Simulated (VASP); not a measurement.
# Ti12C in VASP: single point with PBEsol

Aim: the single point of Ti12C with PBEsol.

All numbers are computed with VASP 6.6.1; they aren't measurements. Logs are shortened: lines on timing, memory, paths and dates and some standing lists are left out, and cuts for length are marked.

### 1 The cell of the first run

The cell holds a slab with vacuum, 13 atoms: a = 5.735 Å, b = 5.735 Å, c = 19.270 Å, α = 90.00°, β = 90.00°, γ = 90.00°.

### 2 Single point, PBEsol

Input file INCAR:

```
PREC = Accurate ; ENCUT = 520
EDIFF = 1E-7 ; ISMEAR = 0
SIGMA = 0.1 ; LREAL = False
LASPH = True ; NELM = 80
ALGO = Normal ; ISIF = 2
LWAVE = False ; LCHARG = False
LDIPOL = True ; IDIPOL = 3
DIPOL = 0.5 0.5 0.315 ; GGA = PS
NBANDS = 86
```

Input file KPOINTS:

```
regular mesh
0
Gamma
  5 5 1
```

Input file POSCAR:

```
Ti12C
1.0
    5.7352564297      0.0000000000      0.0000000000
    0.0000000000      5.7352564297      0.0000000000
    0.0000000000      0.0000000000     19.2700584075
Ti C
12 1
Direct
    0.2500000000      0.2500000000      0.2075759147
    0.2500000000      0.7500000000      0.2075759147
    0.7500000000      0.2500000000      0.2075759147
    0.7500000000      0.7500000000      0.2075759147
    0.0000000000      0.0000000000      0.3052972905
    0.0000000000      0.5000000000      0.3052972905
    0.5000000000      0.0000000000      0.3052972905
    0.5000000000      0.5000000000      0.3052972905
    0.2500000000      0.2500000000      0.4032192453
    0.2500000000      0.7500000000      0.4032192453
    0.7500000000      0.2500000000      0.4032192453
    0.7500000000      0.7500000000      0.4032192453
    0.4166666667      0.5000000000      0.4354506815
```

Potentials or basis: VASP PAW PBE potentials, release 64 (Ti_sv, C).

Run with:

```
cat potpaw_PBE.64/Ti_sv/POTCAR potpaw_PBE.64/C/POTCAR > POTCAR
mpirun -np 1 vasp_std > vasp.out
```

OUTCAR:

```text
PREC = Accurate
   ENCUT = 520
   EDIFF = 1E-7
   ISMEAR = 0
   LREAL = False
   LASPH = True
   NELM = 80
   ISIF = 2
   GGA = PS

 ion  position               nearest neighbor table
   1  0.250  0.250  0.208-   5 2.77   6 2.77   7 2.77   8 2.77   2 2.87   3 2.87   2 2.87   3 2.87

   2  0.250  0.750  0.208-   5 2.77   6 2.77   7 2.77   8 2.77   1 2.87   4 2.87   1 2.87   4 2.87

   3  0.750  0.250  0.208-   5 2.77   6 2.77   7 2.77   8 2.77   1 2.87   4 2.87   4 2.87   1 2.87

   4  0.750  0.750  0.208-   5 2.77   6 2.77   7 2.77   8 2.77   2 2.87   3 2.87   3 2.87   2 2.87

   5  0.000  0.000  0.305-   1 2.77   2 2.77   3 2.77   4 2.77   9 2.77  10 2.77  11 2.77  12 2.77
                             6 2.87   7 2.87   6 2.87   7 2.87
   6  0.000  0.500  0.305-   1 2.77   2 2.77   3 2.77   4 2.77   9 2.77  10 2.77  11 2.77  12 2.77
                             5 2.87   8 2.87   5 2.87   8 2.87
   7  0.500  0.000  0.305-   1 2.77   2 2.77   3 2.77   4 2.77   9 2.77  10 2.77  11 2.77  12 2.77
                             5 2.87   8 2.87   8 2.87   5 2.87
   8  0.500  0.500  0.305-   1 2.77   2 2.77   3 2.77   4 2.77   9 2.77  10 2.77  11 2.77  12 2.77
                             6 2.87   7 2.87   7 2.87   6 2.87
   9  0.250  0.250  0.403-  13 1.83   6 2.77   7 2.77   8 2.77   5 2.77  11 2.87  10 2.87  10 2.87
                            11 2.87
  10  0.250  0.750  0.403-  13 1.83   6 2.77   7 2.77   8 2.77   5 2.77  12 2.87   9 2.87   9 2.87
                            12 2.87
  11  0.750  0.250  0.403-  13 2.47   6 2.77   7 2.77   8 2.77   5 2.77  12 2.87   9 2.87  12 2.87
                             9 2.87
  12  0.750  0.750  0.403-  13 2.47   6 2.77   7 2.77   8 2.77   5 2.77  11 2.87  10 2.87  11 2.87
                            10 2.87
  13  0.417  0.500  0.435-   9 1.83  10 1.83  11 2.47  12 2.47

  LATTYP: Found a simple tetragonal cell.
 ALAT       =     5.7352564297
 C/A-ratio  =     3.3599296986

  Lattice vectors:

 A1 = (   5.7352564297,   0.0000000000,   0.0000000000)
 A2 = (   0.0000000000,   5.7352564297,   0.0000000000)
 A3 = (   0.0000000000,   0.0000000000,  19.2700584075)

Analysis of symmetry for initial positions (statically):
=====================================================================
 Subroutine PRICEL returns:
 Original cell was already a primitive cell.

 Routine SETGRP: Setting up the symmetry group for a
 simple tetragonal supercell.

 Subroutine GETGRP returns: Found  2 space group operations
 (whereof  2 operations were pure point group operations)
 out of a pool of 16 trial point group operations.

The static configuration has the point symmetry C_1h.

Analysis of symmetry for dynamics (positions and initial velocities):
=====================================================================
 Subroutine PRICEL returns:
 Original cell was already a primitive cell.

 Routine SETGRP: Setting up the symmetry group for a
 simple tetragonal supercell.

 Subroutine GETGRP returns: Found  2 space group operations
 (whereof  2 operations were pure point group operations)
 out of a pool of 16 trial point group operations.

The dynamic configuration has the point symmetry C_1h.

 Subroutine INISYM returns: Found  2 space group operations
 (whereof  2 operations are pure point group operations),
 and found     1 'primitive' translations

----------------------------------------------------------------------------------------

                                     Primitive cell

  volume of cell :     633.8532

  direct lattice vectors                    reciprocal lattice vectors
     5.735256430  0.000000000  0.000000000     0.174360120  0.000000000  0.000000000
     0.000000000  5.735256430  0.000000000     0.000000000  0.174360120  0.000000000
     0.000000000  0.000000000 19.270058407     0.000000000  0.000000000  0.051893979

  length of vectors
     5.735256430  5.735256430 19.270058407     0.174360120  0.174360120  0.051893979

  position of ions in fractional coordinates (direct lattice)
     0.250000000  0.250000000  0.207575915
     0.250000000  0.750000000  0.207575915
     0.750000000  0.250000000  0.207575915
     0.750000000  0.750000000  0.207575915
     0.000000000  0.000000000  0.305297291
     0.000000000  0.500000000  0.305297291
     0.500000000  0.000000000  0.305297291
     0.500000000  0.500000000  0.305297291
     0.250000000  0.250000000  0.403219245
     0.250000000  0.750000000  0.403219245
     0.750000000  0.250000000  0.403219245
     0.750000000  0.750000000  0.403219245
     0.416666667  0.500000000  0.435450682

  ion indices of the primitive-cell ions
   primitive index   ion index
                 1           1
                 2           2
                 3           3
                 4           4
                 5           5
                 6           6
                 7           7
                 8           8
                 9           9
                10          10
                11          11
                12          12
                13          13

----------------------------------------------------------------------------------------

 KPOINTS: regular mesh

Automatic generation of k-mesh.
 Grid dimensions read from file:
 generate k-points for:    5    5    1

 Generating k-lattice:

  Cartesian coordinates                     Fractional coordinates (reciprocal lattice)
     0.034872024  0.000000000  0.000000000     0.200000000  0.000000000  0.000000000
     0.000000000  0.034872024  0.000000000     0.000000000  0.200000000  0.000000000
     0.000000000  0.000000000  0.051893979     0.000000000  0.000000000  1.000000000

  Length of vectors
     0.034872024  0.034872024  0.051893979

  Shift w.r.t. Gamma in fractional coordinates (k-lattice)
     0.000000000  0.000000000  0.000000000

 Subroutine IBZKPT returns following result:
 ===========================================

 Found      9 irreducible k-points:

 Following reciprocal coordinates:
            Coordinates               Weight
  0.000000  0.000000  0.000000      1.000000
  0.200000  0.000000  0.000000      2.000000
  0.000000  0.200000  0.000000      2.000000
  0.400000  0.000000  0.000000      2.000000
  0.000000  0.400000  0.000000      2.000000
  0.200000  0.200000  0.000000      4.000000
  0.400000  0.200000  0.000000      4.000000
 -0.200000  0.400000  0.000000      4.000000
  0.400000  0.400000  0.000000      4.000000
   k-points           NKPTS =      9   k-points in BZ     NKDIM =      9   number of bands    NBANDS=     86
   number of dos      NEDOS =    301   number of ions     NIONS =     13
   total plane-waves  NPLWV = 331776
   dimension x,y,z NGX =    48 NGY =   48 NGZ =  144
   dimension x,y,z NGXF=    96 NGYF=   96 NGZF=  288
   ions per type =              12   1
   NGX,Y,Z   is equivalent  to a cutoff of  13.91, 13.91, 12.42 a.u.
   NGXF,Y,Z  is equivalent  to a cutoff of  27.83, 27.83, 24.85 a.u.
 SYSTEM =  unknown system
   PREC   = accura    normal or accurate (medium, high low for compatibility)
   ISTART =      0    job   : 0-new  1-cont  2-samecut
   ICHARG =      2    charge: 1-file 2-atom 10-const
   ISPIN  =      1    spin polarized calculation?
   LNONCOLLINEAR =      F non collinear calculations
   LSORBIT =      F    spin-orbit coupling
   LASPH  =      T    aspherical Exc in radial PAW
   ENCUT  =  520.0 eV  38.22 Ry    6.18 a.u.  10.66 10.66 35.83*2*pi/ulx,y,z
   NELM   =     80;   NELMIN=  2; NELMDL= -5     # of ELM steps
   EDIFF  = 0.1E-06   stopping-criterion for ELM
   LREAL  =      F    real-space projection
   EDIFFG = 0.1E-05   stopping-criterion for IOM
   NSW    =      0    number of steps for IOM
   IBRION =     -1    ionic relax: 0-MD 1-quasi-New 2-CG
   NFREE  =      0    steps in history (QN), initial steepest desc. (CG)
   ISIF   =      2    stress and relaxation
   ISYM   =      2    0-nonsym 1-usesym 2-fastsym
   POTIM  = 0.5000    time-step for ionic-motion
   TEBEG  =    0.0;   TEEND  =   0.0 temperature during run
   PSTRESS=    0.0 pullay stress
   NELECT =     148.0000    total number of electrons
   NUPDOWN=      -1.0000    fix difference up-down
   EMIN   =  10.00;   EMAX   =-10.00  energy-range for DOS
   EFERMI =   0.00;   METHOD = LEGACY
   ISMEAR =     0;   SIGMA  =   0.10  broadening in eV -4-tet -1-fermi 0-gaus
   EFERMI_NEDOS =   21; number of points for ismear=-14 and -15
   IALGO  =     38    algorithm
   IMIX   =      4    mixing-type and parameters
     AMIX     =   0.40;   BMIX     =  1.00
     AMIX_MAG =   1.60;   BMIX_MAG =  1.00
  volume/ion in A,a.u.               =      48.76       329.03
  Fermi-wavevector in a.u.,A,eV,Ry     =   1.008090  1.905013 13.826850  1.016245
  Thomas-Fermi vector in A             =   2.140935
   LORBIT       =      0    0 simple, 1 ext, 2 COOP (PROOUT), +10 PAW based schemes
   GGA     = PS    functional components
   LHFCALC =     F    Hartree Fock is set to
   AEXX    =    0.0000 exact exchange contribution
   IVDW    =     0    specifies the selected vdW correction
   LEPSILON=     F    determine dielectric tensor
   LRPA    =     F    only Hartree local field effects (RPA)
 non-spin polarized calculation
 Gauss-broadening in eV      SIGMA  =   0.10
  energy-cutoff  :      520.00
  volume of cell :      633.85
 maximum number of plane-waves:     17110
 NGX is ok and might be reduce to    48
   NGX = 21   NGY = 21   NGZ = 71

 dipolmoment           0.000000      0.000000     -0.944520 electrons x Angstroem

 number of electron     148.0000028 magnetization

 dipolmoment           0.000000      0.000000      0.070285 electrons x Angstroem

 Free energy of the ion-electron system (eV)
  ---------------------------------------------------
  ext. energy  EPLUGINS =         0.00000000
  ---------------------------------------------------
  free energy    TOTEN  =      -101.83235996 eV

  energy without entropy =     -101.69692844  energy(sigma->0) =     -101.76464420

 E-fermi :   0.0701     XC(G=0):  -4.8177

 val. band max:        0.0673843629   @ k =   0.4000   0.2000   0.0000
 cond. band min:       0.0743225266   @ k =   0.4000   0.0000   0.0000
 fundamental gap:      0.0069381637
 Fermi energy:         0.0700564448

 k-point     1 :       0.0000    0.0000    0.0000
  band No.  band energies     occupation
      1     -56.4588      2.00000
      2     -56.4368      2.00000
      3     -56.3950      2.00000
      4     -56.3861      2.00000
      5     -56.3857      2.00000
      6     -56.3376      2.00000
[... 78 lines left out ...]
     85       1.1548      0.00000
     86       1.2015      0.00000

 k-point     2 :       0.2000    0.0000    0.0000
  band No.  band energies     occupation
      1     -56.4541      2.00000
      2     -56.4356      2.00000
      3     -56.3914      2.00000
      4     -56.3913      2.00000
      5     -56.3852      2.00000
      6     -56.3412      2.00000
[... 612 lines left out ...]
     85       1.1739      0.00000
     86       1.2335      0.00000

 k-point     9 :       0.4000    0.4000    0.0000
  band No.  band energies     occupation
      1     -56.4243      2.00000
      2     -56.4157      2.00000
      3     -56.4057      2.00000
      4     -56.4007      2.00000
      5     -56.3839      2.00000
      6     -56.3673      2.00000
[... 78 lines left out ...]
     85       1.0707      0.00000
     86       1.0786      0.00000

------------------------ aborting loop because EDIFF is reached ----------------------------------------

 vacuum level on the upper side and lower side of the slab       (xc-potential included)         0.100        -0.316

  FORCE on cell =-STRESS in cart. coord.  units (eV):
  Direction    XX          YY          ZZ          XY          YZ          ZX
  --------------------------------------------------------------------------------------
  -------------------------------------------------------------------------------------
  Total       -2.5797338      1.9509933      1.3393998      0.0000000      0.0000000      2.8525977
  in kB       -6.5207383      4.9314841      3.3855722      0.0000000      0.0000000      7.2104505
  external PRESSURE =       0.5987727 kB  Pullay stress =       0.0000000 kB

 VOLUME and BASIS-vectors are now :
 -----------------------------------------------------------------------------
  energy-cutoff  :      520.00
  volume of cell :      633.85
      direct lattice vectors                 reciprocal lattice vectors
     5.735256430  0.000000000  0.000000000     0.174360120  0.000000000  0.000000000
     0.000000000  5.735256430  0.000000000     0.000000000  0.174360120  0.000000000
     0.000000000  0.000000000 19.270058407     0.000000000  0.000000000  0.051893979

 POSITION                                       TOTAL-FORCE (eV/Angst)
 -----------------------------------------------------------------------------------
      1.43381      1.43381      4.00000         0.057980      0.035940     -0.024101
      1.43381      4.30144      4.00000         0.057980     -0.035940     -0.024101
      4.30144      1.43381      4.00000        -0.006176      0.013682      0.124251
      4.30144      4.30144      4.00000        -0.006176     -0.013682      0.124251
      0.00000      0.00000      5.88310        -0.236918      0.000000     -0.388233
      0.00000      2.86763      5.88310        -0.448457      0.000000     -0.478118
      2.86763      0.00000      5.88310         0.459263      0.000000     -0.588747
      2.86763      2.86763      5.88310        -0.011755      0.000000      0.314277
      1.43381      1.43381      7.77006        -1.304344     -1.704516     -0.008562
      1.43381      4.30144      7.77006        -1.304344      1.704516     -0.008562
      4.30144      1.43381      7.77006        -0.878164      0.265265      0.462665
      4.30144      4.30144      7.77006        -0.878164     -0.265265      0.462665
      2.38969      2.86763      8.39116         4.499276      0.000000      0.032314
 -----------------------------------------------------------------------------------
    total drift:                               -0.000034      0.000000      0.000057

  FREE ENERGIE OF THE ION-ELECTRON SYSTEM (eV)
  ---------------------------------------------------
  free  energy   TOTEN  =      -101.8323599626 eV

  energy  without entropy=     -101.6969284355  energy(sigma->0) =     -101.76464420

 vacuum level on the upper side and lower side of the slab         4.325         3.901
```

Wall time 41 min (1 thread of Intel Xeon 6975P-C (Granite Rapids), shared host); peak memory 0.83 GiB.

Results:

```yaml
Free_energy: -101.8324 eV
Largest_force: 4.499 eV/Å
Band_gap_on_the_k_mesh: zero (bands 74 and 75 overlap by 0.22 eV)
```

Forces on the atoms (eV/Å):
```
Ti   0.058  0.036 -0.024
Ti   0.058 -0.036 -0.024
Ti  -0.006  0.014  0.124
Ti  -0.006 -0.014  0.124
Ti  -0.237  0.000 -0.388
Ti  -0.448  0.000 -0.478
Ti   0.459  0.000 -0.589
Ti  -0.012  0.000  0.314
Ti  -1.304 -1.705 -0.009
Ti  -1.304  1.705 -0.009
Ti  -0.878  0.265  0.463
Ti  -0.878 -0.265  0.463
C    4.499  0.000  0.032
```

Caveat: the PAW data sets were made with another functional, which shifts forces and pressure a little.
